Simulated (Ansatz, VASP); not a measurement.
# One calculation of Hg, two programs

```
CELL_PARAMETERS angstrom
2.92083 0.00000 0.00000
0.00000 2.92083 0.00000
0.00000 0.00000 2.92083
ATOMIC_POSITIONS crystal
Hg 0.00000 0.00000 0.00000
```

Alike in both runs: task relaxation of cell and atoms; functional PBE; k mesh 11 × 11 × 11; occupations fermi-dirac, width 0.1 eV; no spin polarisation.

|  | VASP | Ansatz |
| --- | --- | --- |
| version | VASP 6.6.1 | Ansatz 0.2.0 |
| potentials or method | VASP PAW PBE potentials, release 64 (Hg_sv_GW), cutoff 500 eV | plane waves (420 eV) with PAW, scalar-relativistic |
| valence electrons in the cell | 20 | 20 |

Ansatz gave:

```
relaxed volume (Å³/atom)                                        : 29.63
relaxed length of the cell vector where the two differ most in proportion (Å) : 3.094
```

Task: Estimate VASP's values.

Result: Relaxed volume (Å³/atom): 27.26; relaxed length of the cell vector where the two differ most in proportion (Å): 3.009.

Spin-orbit coupling is off throughout.
